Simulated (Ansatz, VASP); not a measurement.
# KCl in VASP and in Ansatz

INCAR

```
PREC     = Accurate       # precision mode
ENCUT    = 520            # plane-wave cutoff, eV
EDIFF    = 1E-6           # SCF threshold, eV
ISMEAR   = 0              # smearing method
SIGMA    = 0.05           # smearing width, eV
LREAL    = False          # projectors in reciprocal space
LASPH    = True           # aspherical terms in the spheres
NELM     = 60             # most SCF steps
ALGO     = Normal         # electronic algorithm
ISIF     = 2              # what is computed and relaxed
LWAVE    = False          # write WAVECAR
LCHARG   = False          # write CHGCAR
GGA      = PS             # functional
NBANDS   = 24             # bands
```

Contents of KPOINTS:

```
Automatic mesh
0
Gamma
  6 6 6
```

POSCAR

```
KCl
1.0
    0.0000000000     -3.1207041401     -3.0479917336
   -3.1207041401      0.0000000000     -3.0479917336
    3.1207041401      3.1207041401     -6.0959834673
K Cl
2 2
Direct
    0.5000000000      0.5000000000      0.5000000000
    0.0000000000      1.0000000000      0.0000000000
    0.7500000000      0.7500000000      0.7500000000
    0.2500000000      0.2500000000      0.2500000000
```

Input for Ansatz:

```yaml
crystal:
  lattice:
    - [0.0, -3.1207041401, -3.0479917336]
    - [-3.1207041401, 0.0, -3.0479917336]
    - [3.1207041401, 3.1207041401, -6.0959834673]
  atoms:
    - { symbol: K, position: [0.5, 0.5, 0.5] }
    - { symbol: K, position: [0.0, 1.0, 0.0] }
    - { symbol: Cl, position: [0.75, 0.75, 0.75] }
    - { symbol: Cl, position: [0.25, 0.25, 0.25] }
basis:
  ecutwfc: 420
kpoints:
  mp_grid: { grid: [6, 6, 6] }
hamiltonian:
  xc: pbesol
scf:
  occupations: { method: gaussian, width: 0.05 }
output:
  forces: true
  stress: true
  eigenvalues: true
```

Change from the starting cell: mode 7 frozen in at +0.000 Å, normal strain along z -0.0233.

Alike in both runs: task single point; functional PBEsol; k mesh 6 × 6 × 6; occupations gaussian, width 0.05 eV; no spin polarisation.

|  | VASP | Ansatz |
| --- | --- | --- |
| version | VASP 6.6.1 | Ansatz 0.2.0 |
| potentials or method | VASP PAW PBE potentials, release 64 (K_sv, Cl), cutoff 520 eV | scalar-relativistic, plane waves, PAW |
| valence electrons in the cell | 32 | 32 |

|  | VASP | Ansatz | Ansatz less VASP |
| --- | --- | --- | --- |
| gap on the k mesh at the Fermi level (eV) | 5.16 | 5.17 | +0.005 |
| least direct gap on the mesh (eV) | 5.16 | 5.17 | +0.005 |
| pressure (GPa) | 0.6 | 0.5 | -0.05 |
| traceless stress, the component that is largest in VASP (GPa) | 0.72 | 0.70 | -0.017 |

VASP's potentials were made for PBE, not for PBEsol. The functional is the same, so the differences come from potentials, cutoffs and numerics.
